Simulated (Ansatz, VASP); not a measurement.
**One calculation of Rh, two programs**

File INCAR:

```
SYSTEM = Rh
PREC     = Accurate       ! precision mode
ENCUT    = 520            ! plane-wave cutoff, eV
EDIFF    = 1E-7           ! SCF threshold, eV
ISMEAR   = -1             ! smearing method
SIGMA    = 0.05           ! smearing width, eV
LREAL    = .False.        ! projectors in reciprocal space
LASPH    = .True.         ! aspherical terms in the spheres
NELM     = 60             ! most SCF steps
ALGO     = Normal         ! electronic algorithm
ISIF     = 2              ! what is computed and relaxed
LWAVE    = .False.        ! write WAVECAR
LCHARG   = .False.        ! write CHGCAR
LDIPOL   = .True.       
IDIPOL   = 3            
DIPOL    = 0.5 0.5 0.500
GGA      = PE             ! functional
NBANDS   = 30             ! bands
```

File KPOINTS:

```
regular mesh
0
Gamma
  13 13 1
  0 0 0
```

File POSCAR:

```
Rh
1.0
    2.7085099833      0.0000000000      0.0000000000
    0.0000000000      2.7085099833      0.0000000000
    0.0000000000      0.0000000000     19.8304000000
Rh
3
Direct
    0.0000000000      0.0000000000      0.4072414054
    0.5000000000      0.5000000000      0.4999999980
    0.0000000000      0.0000000000      0.5927585965
```

Input for Ansatz:

```yaml
crystal:
  lattice:
    - [2.7085099833, 0.0, 0.0]
    - [0.0, 2.7085099833, 0.0]
    - [0.0, 0.0, 19.8304]
  atoms:
    - { symbol: Rh, position: [0.0, 0.0, 0.4072414054] }
    - { symbol: Rh, position: [0.5, 0.5, 0.499999998] }
    - { symbol: Rh, position: [0.0, 0.0, 0.5927585965] }
  periodic: [true, true, false]
kpoints:
  mp_grid: { grid: [13, 13, 1] }
scf:
  occupations: { method: fermi_dirac, width: 0.05 }
hamiltonian:
  xc: pbe
  pseudopotentials: { kind: all_electron, lapw: { basis_error: 0.001 } }
output:
  forces: true
  stress: true
  eigenvalues: true
```

Alike in both runs: task single point; functional PBE; k mesh 13 × 13 × 1; occupations fermi-dirac, width 0.05 eV; no spin polarisation.

```csv
,VASP,Ansatz
version,VASP 6.6.1,Ansatz 0.2.0
potentials or method,"VASP PAW PBE potentials, release 64 (Rh_pv), cutoff 520 eV","all-electron LAPW, scalar-relativistic"
```

|  | VASP | Ansatz | Ansatz less VASP |
| --- | --- | --- | --- |
| rms of the force components (eV/Å) | 0.002 | 0.005 | +0.0020 |

Atom by atom the forces differ by 0.002 eV/Å (rms over components). Ansatz ran all-electron here, and VASP with PAW potentials. Ansatz's warnings: slab cell height set.
